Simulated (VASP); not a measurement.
# Ge: single point with revPBE+D4

Crystal: Ge.

```
Ge
1.0
    -2.56670    2.56670    1.39105
     2.56670   -2.56670    1.39105
     2.56670    2.56670   -1.39105
Ge
2
Direct
  0.50000 0.50000 0.00000
  0.25000 0.75000 0.50000
```

| Item | Value |
| --- | --- |
| Program | VASP 6.6.1 |
| Task | single point |
| Functional | revPBE |
| Dispersion | D4 |
| Potentials or basis | VASP PAW PBE potentials, release 64 (Ge_d) |
| Cutoff | 520 eV |
| k mesh | 11 × 11 × 11 |
| Occupations | fermi-dirac, width 0.05 eV |
| Spin | no spin polarisation |

```yaml
Pressure: -0.2 GPa
Band_gap_on_the_k_mesh: zero (band 14 reaches 8.77 eV, above the bottom of band 15 at 3.98 eV)
Dispersion_energy_per_atom: -0.660 eV
```

Levels at points of the mesh, in eV from the Fermi level:
```tsv
k point	band 12	band 13	band 14	band 15	band 16	band 17
(0.00, 0.00, 0.00)	-4.04	-2.42	-2.42	3.19	7.65	7.65
```

It took 2.9 min on 1 thread of AMD EPYC 7R13, on a shared host, peak memory 0.19 GiB.

Caveat: the PAW data sets were made with another functional, which shifts forces and pressure a little; pairwise dispersion overbinds metals, which lowers pressure and volume.
